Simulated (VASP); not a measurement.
# Ga3Sb (I4/mmm) in VASP: a series of runs

The runs below take Ga3Sb through single point, with PBE.

All numbers are computed with VASP 6.6.1; they aren't measurements. Logs are shortened: lines on timing, memory, paths and dates and some standing lists are left out, and cuts for length are marked.

### 1 The cell of the first run

Symmetry: I4/mmm, No. 139, tetragonal system. The conventional cell has a = 4.318 Å, b = 4.318 Å, c = 9.521 Å, α = 90.00°, β = 90.00°, γ = 90.00°. Within 4.0 Å of Ga (site symmetry -4m2) lie 8 Ga at 3.05 to 3.21 Å and 4 Sb at 3.21 Å. Within 4.0 Å of Ga (site symmetry 4/mmm) lie 4 Sb at 3.05 Å and 8 Ga at 3.21 Å. Sb (site symmetry 4/mmm) has 12 Ga at 3.05 to 3.21 Å within 4.0 Å.

### 2 Single point, PBE

File INCAR:

```
SYSTEM = Ga3Sb
PREC     = Accurate       ! precision mode
ENCUT    = 520            ! plane-wave cutoff, eV
EDIFF    = 1E-6           ! SCF threshold, eV
ISMEAR   = 0              ! smearing method
SIGMA    = 0.1            ! smearing width, eV
LREAL    = .FALSE.        ! projectors in reciprocal space
LASPH    = .TRUE.         ! aspherical terms in the spheres
NELM     = 80             ! most SCF steps
ALGO     = Normal         ! electronic algorithm
ISIF     = 2              ! what is computed and relaxed
LWAVE    = .FALSE.        ! write WAVECAR
LCHARG   = .FALSE.        ! write CHGCAR
GGA      = PE             ! functional
NBANDS   = 30             ! bands
```

File KPOINTS:

```
Automatic mesh
0
G
  6 6 6
  0 0 0
```

File POSCAR:

```
Ga3Sb
1.0
   -2.1587990000      2.1587990000      4.7604840000
    2.1587990000     -2.1587990000      4.7604840000
    2.1587990000      2.1587990000     -4.7604840000
Ga Sb
3 1
Direct
    0.7500000000      0.2500000000      0.5000000000
    0.2500000000      0.7500000000      0.5000000000
    0.5000000000      0.5000000000      0.0000000000
    0.0000000000      0.0000000000      0.0000000000
```

Potentials or basis: VASP PAW PBE potentials, release 64 (Ga_d, Sb).

The run is started by

```sh
> cat potpaw_PBE.64/Ga_d/POTCAR potpaw_PBE.64/Sb/POTCAR > POTCAR
> mpirun -np 1 vasp_std > vasp.out
```

OUTCAR:

```text
SYSTEM = Ga3Sb
   PREC = Accurate
   ENCUT = 520
   EDIFF = 1E-6
   ISMEAR = 0
   LREAL = .FALSE.
   LASPH = .TRUE.
   NELM = 80
   ISIF = 2
   GGA = PE

 ion  position               nearest neighbor table
   1  0.750  0.250  0.500-   4 3.21   4 3.21   4 3.21   4 3.21
   2  0.250  0.750  0.500-   4 3.21   4 3.21   4 3.21   4 3.21
   3  0.500  0.500  0.000-   4 3.05   4 3.05   4 3.05   4 3.05
   4  0.000  0.000  0.000-   3 3.05   3 3.05   3 3.05   3 3.05   2 3.21   1 3.21   2 3.21   2 3.21
                             1 3.21   1 3.21   2 3.21   1 3.21

  LATTYP: Found a body centered tetragonal cell.
 ALAT       =     4.3175980000
 C/A-ratio  =     2.2051538842

  Lattice vectors:

 A1 = (  -2.1587990000,   2.1587990000,   4.7604840000)
 A2 = (   2.1587990000,  -2.1587990000,   4.7604840000)
 A3 = (   2.1587990000,   2.1587990000,  -4.7604840000)

Analysis of symmetry for initial positions (statically):
=====================================================================
 Subroutine PRICEL returns:
 Original cell was already a primitive cell.

 Routine SETGRP: Setting up the symmetry group for a
 body centered tetragonal supercell.

 Subroutine GETGRP returns: Found 16 space group operations
 (whereof 16 operations were pure point group operations)
 out of a pool of 16 trial point group operations.

The static configuration has the point symmetry D_4h.

Analysis of symmetry for dynamics (positions and initial velocities):
=====================================================================
 Subroutine PRICEL returns:
 Original cell was already a primitive cell.

 Routine SETGRP: Setting up the symmetry group for a
 body centered tetragonal supercell.

 Subroutine GETGRP returns: Found 16 space group operations
 (whereof 16 operations were pure point group operations)
 out of a pool of 16 trial point group operations.

The dynamic configuration has the point symmetry D_4h.

 Subroutine INISYM returns: Found 16 space group operations
 (whereof 16 operations are pure point group operations),
 and found     1 'primitive' translations

----------------------------------------------------------------------------------------

                                     Primitive cell

  volume of cell :      88.7433

  direct lattice vectors                    reciprocal lattice vectors
    -2.158799000  2.158799000  4.760484000     0.000000000  0.231610261  0.105031337
     2.158799000 -2.158799000  4.760484000     0.231610261  0.000000000  0.105031337
     2.158799000  2.158799000 -4.760484000     0.231610261  0.231610261  0.000000000

  length of vectors
     5.655354468  5.655354468  5.655354468     0.254312593  0.254312593  0.327546372

  position of ions in fractional coordinates (direct lattice)
     0.750000000  0.250000000  0.500000000
     0.250000000  0.750000000  0.500000000
     0.500000000  0.500000000  0.000000000
     0.000000000  0.000000000  0.000000000

  ion indices of the primitive-cell ions
   primitive index   ion index
                 1           1
                 2           2
                 3           3
                 4           4

----------------------------------------------------------------------------------------

 KPOINTS: Automatic mesh

Automatic generation of k-mesh.
 Grid dimensions read from file:
 generate k-points for:    6    6    6

 Generating k-lattice:

  Cartesian coordinates                     Fractional coordinates (reciprocal lattice)
     0.000000000  0.038601710  0.017505223     0.166666667  0.000000000 -0.000000000
     0.038601710  0.000000000  0.017505223     0.000000000  0.166666667 -0.000000000
     0.038601710  0.038601710  0.000000000     0.000000000  0.000000000  0.166666667

  Length of vectors
     0.042385432  0.042385432  0.054591062

  Shift w.r.t. Gamma in fractional coordinates (k-lattice)
     0.000000000  0.000000000  0.000000000

 Subroutine IBZKPT returns following result:
 ===========================================

 Found     30 irreducible k-points:

 Following reciprocal coordinates:
            Coordinates               Weight
  0.000000  0.000000  0.000000      1.000000
  0.166667 -0.000000  0.000000      8.000000
  0.333333 -0.000000  0.000000      8.000000
  0.500000 -0.000000  0.000000      4.000000
  0.166667  0.166667  0.000000      8.000000
  0.333333  0.166667  0.000000     16.000000
[... 16 lines left out ...]
 -0.333333 -0.333333  0.166667      8.000000
 -0.166667 -0.333333  0.166667      8.000000
 [... further k-points ...]
   k-points           NKPTS =     30   k-points in BZ     NKDIM =     30   number of bands    NBANDS=     30
   number of dos      NEDOS =    301   number of ions     NIONS =      4
   total plane-waves  NPLWV =  74088
   dimension x,y,z NGX =    42 NGY =   42 NGZ =   42
   dimension x,y,z NGXF=    84 NGYF=   84 NGZF=   84
   ions per type =               3   1
   NGX,Y,Z   is equivalent  to a cutoff of  12.35, 12.35, 12.35 a.u.
   NGXF,Y,Z  is equivalent  to a cutoff of  24.69, 24.69, 24.69 a.u.
 SYSTEM =  Ga3Sb
   PREC   = accura    normal or accurate (medium, high low for compatibility)
   ISTART =      0    job   : 0-new  1-cont  2-samecut
   ICHARG =      2    charge: 1-file 2-atom 10-const
   ISPIN  =      1    spin polarized calculation?
   LNONCOLLINEAR =      F non collinear calculations
   LSORBIT =      F    spin-orbit coupling
   LASPH  =      T    aspherical Exc in radial PAW
   ENCUT  =  520.0 eV  38.22 Ry    6.18 a.u.  10.52 10.52 10.52*2*pi/ulx,y,z
   NELM   =     80;   NELMIN=  2; NELMDL= -5     # of ELM steps
   EDIFF  = 0.1E-05   stopping-criterion for ELM
   LREAL  =      F    real-space projection
   EDIFFG = 0.1E-04   stopping-criterion for IOM
   NSW    =      0    number of steps for IOM
   IBRION =     -1    ionic relax: 0-MD 1-quasi-New 2-CG
   NFREE  =      0    steps in history (QN), initial steepest desc. (CG)
   ISIF   =      2    stress and relaxation
   ISYM   =      2    0-nonsym 1-usesym 2-fastsym
   POTIM  = 0.5000    time-step for ionic-motion
   TEBEG  =    0.0;   TEEND  =   0.0 temperature during run
   PSTRESS=    0.0 pullay stress
   NELECT =      44.0000    total number of electrons
   NUPDOWN=      -1.0000    fix difference up-down
   EMIN   =  10.00;   EMAX   =-10.00  energy-range for DOS
   EFERMI =   0.00;   METHOD = LEGACY
   ISMEAR =     0;   SIGMA  =   0.10  broadening in eV -4-tet -1-fermi 0-gaus
   EFERMI_NEDOS =   21; number of points for ismear=-14 and -15
   IALGO  =     38    algorithm
   IMIX   =      4    mixing-type and parameters
     AMIX     =   0.40;   BMIX     =  1.00
     AMIX_MAG =   1.60;   BMIX_MAG =  1.00
  volume/ion in A,a.u.               =      22.19       149.72
  Fermi-wavevector in a.u.,A,eV,Ry     =   1.295728  2.448571 22.842976  1.678911
  Thomas-Fermi vector in A             =   2.427229
   LORBIT       =      0    0 simple, 1 ext, 2 COOP (PROOUT), +10 PAW based schemes
   GGA     = PE    functional components
   LHFCALC =     F    Hartree Fock is set to
   AEXX    =    0.0000 exact exchange contribution
   IVDW    =     0    specifies the selected vdW correction
   LEPSILON=     F    determine dielectric tensor
   LRPA    =     F    only Hartree local field effects (RPA)
 non-spin polarized calculation
 Gauss-broadening in eV      SIGMA  =   0.10
  energy-cutoff  :      520.00
  volume of cell :       88.74
 maximum number of plane-waves:      2404
   NGX = 21   NGY = 21   NGZ = 21

 number of electron      44.0000012 magnetization

 Free energy of the ion-electron system (eV)
  ---------------------------------------------------
  ext. energy  EPLUGINS =         0.00000000
  ---------------------------------------------------
  free energy    TOTEN  =       -12.58922565 eV

  energy without entropy =      -12.58350665  energy(sigma->0) =      -12.58636615

 E-fermi :   5.8990     XC(G=0): -10.4646

 val. band max:        5.8681604174   @ k =   0.5000   0.5000   0.0000
 cond. band min:       5.9776273631   @ k =   0.5000   0.3333   0.0000
 fundamental gap:      0.1094669457
 Fermi energy:         5.8990063160

 k-point     1 :       0.0000    0.0000    0.0000
  band No.  band energies     occupation
      1      -9.0025      2.00000
      2      -8.9584      2.00000
      3      -8.9407      2.00000
      4      -8.9094      2.00000
      5      -8.9094      2.00000
      6      -8.8997      2.00000
[... 22 lines left out ...]
     29      13.6320      0.00000
     30      13.8524      0.00000

 k-point     2 :       0.1667   -0.0000    0.0000
  band No.  band energies     occupation
      1      -8.9859      2.00000
      2      -8.9551      2.00000
      3      -8.9290      2.00000
      4      -8.9249      2.00000
      5      -8.9159      2.00000
      6      -8.8918      2.00000
[... 22 lines left out ...]
     29      13.8441      0.00000
     30      14.1217      0.00000

 k-point     3 :       0.3333   -0.0000    0.0000
  band No.  band energies     occupation
      1      -8.9491      2.00000
      2      -8.9415      2.00000
      3      -8.9393      2.00000
      4      -8.9048      2.00000
      5      -8.9010      2.00000
      6      -8.8848      2.00000
[... 22 lines left out ...]
     29      11.5417      0.00000
     30      11.6287      0.00000

 k-point     4 :       0.5000   -0.0000    0.0000
  band No.  band energies     occupation
      1      -8.9445      2.00000
      2      -8.9428      2.00000
      3      -8.9066      2.00000
      4      -8.8922      2.00000
      5      -8.8910      2.00000
      6      -8.8744      2.00000
[... 22 lines left out ...]
     29       9.5485      0.00000
     30      12.7223      0.00000

 k-point     5 :       0.1667    0.1667    0.0000
  band No.  band energies     occupation
      1      -8.9775      2.00000
      2      -8.9584      2.00000
      3      -8.9292      2.00000
      4      -8.9286      2.00000
      5      -8.9107      2.00000
      6      -8.8920      2.00000
[... 22 lines left out ...]
     29      11.1848      0.00000
     30      14.0583      0.00000
[... 526 lines left out ...]
     29      11.1252      0.00000
     30      11.9006      0.00000

 k-point    22 :      -0.1667    0.5000    0.1667
  band No.  band energies     occupation
      1      -8.9547      2.00000
      2      -8.9532      2.00000
      3      -8.9332      2.00000
      4      -8.9235      2.00000
      5      -8.9061      2.00000
      6      -8.8908      2.00000
[... 22 lines left out ...]
     29      10.2536      0.00000
     30      10.3753      0.00000

 k-point    23 :      -0.3333   -0.3333    0.1667
  band No.  band energies     occupation
      1      -8.9738      2.00000
      2      -8.9697      2.00000
      3      -8.9469      2.00000
      4      -8.9469      2.00000
      5      -8.9067      2.00000
      6      -8.9030      2.00000
[... 22 lines left out ...]
     29      11.5478      0.00000
     30      12.9559      0.00000

 k-point    24 :      -0.1667   -0.3333    0.1667
  band No.  band energies     occupation
      1      -8.9832      2.00000
      2      -8.9686      2.00000
      3      -8.9509      2.00000
      4      -8.9424      2.00000
      5      -8.9172      2.00000
      6      -8.9010      2.00000
[... 22 lines left out ...]
     29      12.2472      0.00000
     30      12.7726      0.00000

 [... further k-points ...]

------------------------ aborting loop because EDIFF is reached ----------------------------------------

  FORCE on cell =-STRESS in cart. coord.  units (eV):
  Direction    XX          YY          ZZ          XY          YZ          ZX
  --------------------------------------------------------------------------------------
  -------------------------------------------------------------------------------------
  Total        0.4093133      0.4093133     -1.1655146      0.0000000      0.0000000      0.0000000
  in kB        7.3897706      7.3897706    -21.0422800      0.0000000      0.0000000      0.0000000
  external PRESSURE =      -2.0875796 kB  Pullay stress =       0.0000000 kB

 VOLUME and BASIS-vectors are now :
 -----------------------------------------------------------------------------
  energy-cutoff  :      520.00
  volume of cell :       88.74
      direct lattice vectors                 reciprocal lattice vectors
    -2.158799000  2.158799000  4.760484000     0.000000000  0.231610261  0.105031337
     2.158799000 -2.158799000  4.760484000     0.231610261  0.000000000  0.105031337
     2.158799000  2.158799000 -4.760484000     0.231610261  0.231610261  0.000000000

 POSITION                                       TOTAL-FORCE (eV/Angst)
 -----------------------------------------------------------------------------------
      0.00000      2.15880      2.38024        -0.000000     -0.000000     -0.000000
      2.15880      0.00000      2.38024         0.000000      0.000000      0.000000
      0.00000      0.00000      4.76048        -0.000000     -0.000000      0.000000
      0.00000      0.00000      0.00000        -0.000000     -0.000000      0.000000
 -----------------------------------------------------------------------------------
    total drift:                               -0.000000      0.000000      0.000000

  FREE ENERGIE OF THE ION-ELECTRON SYSTEM (eV)
  ---------------------------------------------------
  free  energy   TOTEN  =       -12.5892256495 eV

  energy  without entropy=      -12.5835066467  energy(sigma->0) =      -12.58636615
```

Run time: 96 s. Hardware: 1 thread of Intel Xeon 6975P-C, shared host; peak memory 0.29 GiB.

Results:

| Quantity | Value |
| --- | --- |
| Free energy | -12.5892 eV |
| Pressure | -0.2 GPa |
| Band gap on the k mesh | zero (band 22 reaches 7.96 eV, above the bottom of band 23 at 4.12 eV) |

Stress tensor (GPa, compression positive):
```
 0.74  0.00  0.00
 0.00  0.74  0.00
 0.00  0.00 -2.10
```

Caveat: spin-orbit coupling is left out, which moves the levels of the heavy elements.

### 3 Single point, PBE

This run uses another cell than the first one, of 22.05 Å³/atom, 0.994 times its volume.

File INCAR:

```
SYSTEM = Ga3Sb
PREC     = Accurate       ! precision mode
ENCUT    = 520            ! plane-wave cutoff, eV
EDIFF    = 1E-7           ! SCF threshold, eV
ISMEAR   = 0              ! smearing method
SIGMA    = 0.15           ! smearing width, eV
LREAL    = .False.        ! projectors in reciprocal space
LASPH    = .True.         ! aspherical terms in the spheres
NELM     = 60             ! most SCF steps
ALGO     = Fast           ! electronic algorithm
ISIF     = 2              ! what is computed and relaxed
LWAVE    = .False.        ! write WAVECAR
LCHARG   = .False.        ! write CHGCAR
GGA      = PE             ! functional
NBANDS   = 30             ! bands
```

File KPOINTS:

```
Automatic mesh
0
Gamma
  10 10 10
  0 0 0
```

File POSCAR:

```
Ga3Sb
1.0
   -2.2856658252      2.2856658252      4.2203249373
    2.2856658252     -2.2856658252      4.2203249373
    2.2856658252      2.2856658252     -4.2203249373
Ga Sb
3 1
Direct
    0.7500000000      0.2500000000      0.5000000000
    0.2500000000      0.7500000000      0.5000000000
    0.5000000000      0.5000000000      0.0000000000
    0.0000000000      0.0000000000      0.0000000000
```

Potentials or basis: VASP PAW PBE potentials, release 64 (Ga_d, Sb).

The run is started by

```sh
> cat potpaw_PBE.64/Ga_d/POTCAR potpaw_PBE.64/Sb/POTCAR > POTCAR
> mpirun -np 1 vasp_std > vasp.out
```

Wall time 4.7 min (1 thread of Intel Xeon 6975P-C, shared host); peak memory 0.4 GiB.

Results (log left out):

```
Free energy            : -12.5738 eV
Pressure               : 0.0 GPa
Band gap on the k mesh : zero (band 22 reaches 8.58 eV, above the bottom of band 23 at 4.44 eV)
```

Stress tensor (GPa, compression positive):
```
 0.10  0.00  0.00
 0.00  0.10  0.00
 0.00  0.00 -0.23
```

Levels at points of the mesh, in eV from the Fermi level:
```
           k point  band 19  band 20  band 21  band 22  band 23  band 24  band 25  band 26
(0.00, 0.00, 0.00)    -2.63    -2.21    -1.83    -1.83    -0.47    -0.47     0.23     0.51
(0.50, 0.00, 0.00)    -4.39    -1.64    -1.39    -0.90    -0.29     1.82     2.85     3.39
(0.50, 0.50, 0.00)    -5.18    -4.61    -4.22     1.01     1.02     1.52     1.82     5.67
(0.50, 0.50, 0.50)    -3.52    -3.52    -3.47     2.57     3.66     3.66     4.09     5.02
```

Caveat: spin-orbit coupling is left out, which moves the levels of the heavy elements.

### 4 Single point, PBE

This run uses another cell than the first one, of 22.05 Å³/atom, 0.994 times its volume.

File INCAR:

```
SYSTEM = Ga3Sb
ALGO     = Fast           ! electronic algorithm
EDIFF    = 1E-7           ! SCF threshold, eV
ENCUT    = 520            ! plane-wave cutoff, eV
GGA      = PE             ! functional
ISIF     = 2              ! what is computed and relaxed
ISMEAR   = 0              ! smearing method
LASPH    = .True.         ! aspherical terms in the spheres
LCHARG   = .True.         ! write CHGCAR
LELF     = .True.         ! ELF
LREAL    = .False.        ! projectors in reciprocal space
LVHAR    = .True.       
LWAVE    = .False.        ! write WAVECAR
NBANDS   = 30             ! bands
NELM     = 80             ! most SCF steps
PREC     = Accurate       ! precision mode
SIGMA    = 0.1            ! smearing width, eV
```

File KPOINTS:

```
k-points
0
Gamma
  14 14 14
  0 0 0
```

POSCAR is that of step 3.

The run is started by

```sh
> cat potpaw_PBE.64/Ga_d/POTCAR potpaw_PBE.64/Sb/POTCAR > POTCAR
> mpirun -np 1 vasp_std > vasp.out
```

Wall time 12 min (1 thread of Intel Xeon 6975P-C, shared host); peak memory 0.65 GiB.

It converged, with:

* Free energy: -12.5923 eV
* Pressure: 0.0 GPa
* Band gap on the k mesh: zero (band 22 reaches 8.58 eV, above the bottom of band 23 at 4.25 eV)

Levels at points of the mesh, in eV from the Fermi level:
```
           k point  band 18  band 19  band 20  band 21  band 22  band 23  band 24  band 25  band 26  band 27
(0.00, 0.00, 0.00)    -2.83    -2.66    -2.25    -1.87    -1.87    -0.50    -0.50     0.20     0.48     2.78
(0.50, 0.00, 0.00)    -5.01    -4.42    -1.67    -1.43    -0.93    -0.32     1.78     2.82     3.36     3.77
(0.50, 0.50, 0.00)    -5.86    -5.21    -4.64    -4.25     0.98     0.98     1.49     1.79     5.64     6.39
(0.50, 0.50, 0.50)    -4.68    -3.56    -3.56    -3.50     2.54     3.63     3.63     4.06     4.99     4.99
```

Caveat: spin-orbit coupling is left out, which moves the levels of the heavy elements.

### 5 Overview

```tsv
cell	k mesh	smearing	gap on the mesh (eV)	pressure (GPa)
a = 5.655 Å, angles 135.1, 135.1, 65.3°, 4 atoms	6 × 6 × 6	gaussian 0.1 eV	none	-0.2
a = 5.316 Å, angles 129.1, 129.1, 74.9°, 4 atoms	10 × 10 × 10	gaussian 0.15 eV	none	0.0
a = 5.316 Å, angles 129.1, 129.1, 74.9°, 4 atoms	14 × 14 × 14	gaussian 0.1 eV	none	0.0
```

Alike in all rows: task single point; level PBE; potentials or basis VASP PAW PBE potentials, release 64 (Ga_d, Sb); no spin polarisation; cutoff (eV) 520.

Caveats: spin-orbit coupling is left out, which moves the levels of the heavy elements.

Total energies depend on the potentials used, so only differences within one code and one set of settings carry meaning.
